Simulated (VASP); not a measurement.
Write the native input for VASP 6.6.1 that does the following.

```
Task                   : single point
Functional             : PBE
Potentials or basis    : VASP PAW PBE potentials, release 64 (Al)
Cutoff                 : 500 eV
k mesh                 : 4 × 8 × 8
Occupations            : fermi-dirac, width 0.1 eV
Spin                   : no spin polarisation
Dipole correction      : no
Further INCAR settings : ALGO = Normal; EDIFF = 1e-06; NBANDS = 10
```

The structure of Al lies in POSCAR:

```
Al
1.0
    0.0000000000      4.0400000000      4.0400000000
    2.0200000000     -2.0200000000      0.0000000000
    2.0200000000      0.0000000000     -2.0200000000
Al
2
Direct
   -0.2575026953     -0.5050017969     -0.5050017969
    0.2575026953     -0.4949982031     -0.4949982031
```

One way to write it, as run:

INCAR

```
SYSTEM = Al
ALGO     = Normal         ! electronic algorithm
EDIFF    = 1E-6           ! SCF threshold, eV
ENCUT    = 500            ! plane-wave cutoff, eV
GGA      = PE             ! functional
GGA_COMPAT= .FALSE.      
ISIF     = 2              ! what is computed and relaxed
ISMEAR   = -1             ! smearing method
LASPH    = .TRUE.         ! aspherical terms in the spheres
LCHARG   = .TRUE.         ! write CHGCAR
LELF     = .TRUE.         ! ELF
LREAL    = .FALSE.        ! projectors in reciprocal space
LVHAR    = .TRUE.       
LWAVE    = .FALSE.        ! write WAVECAR
NBANDS   = 10             ! bands
NELM     = 120            ! most SCF steps
PREC     = Accurate       ! precision mode
SIGMA    = 0.1            ! smearing width, eV
```

KPOINTS

```
k-points
0
G
  4 8 8
  0 0 0
```

Potentials or basis: VASP PAW PBE potentials, release 64 (Al).

Launch:

```sh
$ cat potpaw_PBE.64/Al/POTCAR > POTCAR
$ mpirun -np 1 vasp_std > vasp.out
```

Results of the run:

- Pressure: 0.3 GPa
- Largest force: 0.347 eV/Å
- Band gap on the k mesh: zero (band 3 reaches 11.84 eV, above the bottom of band 4 at 6.42 eV)

Wall time 8 s on 1 thread of Intel Xeon 6975P-C (shared host), peak memory 0.15 GiB.
